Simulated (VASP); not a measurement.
Hf: single point with PBE

The system is Hf.

```
Hf
1.0
     0.00000    2.24315    2.24315
     2.24315    0.00000    2.24315
     2.24315    2.24315    0.00000
Hf
1
Direct
  0.00000 0.00000 0.00000
```

- Program: VASP 6.6.1
- Task: single point
- Functional: PBE
- Potentials or basis: VASP PAW PBE potentials, release 64 (Hf_pv)
- Cutoff: 500 eV
- k mesh: 16 × 16 × 16
- Occupations: methfessel-paxton, width 0.1 eV
- Spin: no spin polarisation
- Dipole correction: no
- Further INCAR settings: ALGO = Normal; EDIFF = 1e-06; NBANDS = 11

| Property | Result |
| --- | --- |
| Pressure | -0.6 GPa |
| Band gap on the k mesh | zero (band 5 reaches 6.08 eV, above the bottom of band 6 at 4.29 eV) |

Levels at points of the mesh, in eV from the Fermi level:
| k point | band 2 | band 3 | band 4 | band 5 | band 6 | band 7 | band 8 | band 9 |
| --- | --- | --- | --- | --- | --- | --- | --- | --- |
| (0.00, 0.00, 0.00) | -30.04 | -30.04 | -7.17 | 1.41 | 1.41 | 1.41 | 4.16 | 4.16 |
| (0.50, 0.00, 0.00) | -30.15 | -30.15 | -3.60 | 0.56 | 1.19 | 1.19 | 6.25 | 6.25 |
| (0.50, 0.50, 0.00) | -30.32 | -30.32 | -3.21 | -2.09 | 2.48 | 6.26 | 6.86 | 6.86 |

Wall time 28 s on 1 thread of AMD EPYC 7R13 Processor (Zen 3) (shared host), peak memory 0.13 GiB.

Caveat: spin-orbit coupling is left out, which moves the levels of the heavy elements.
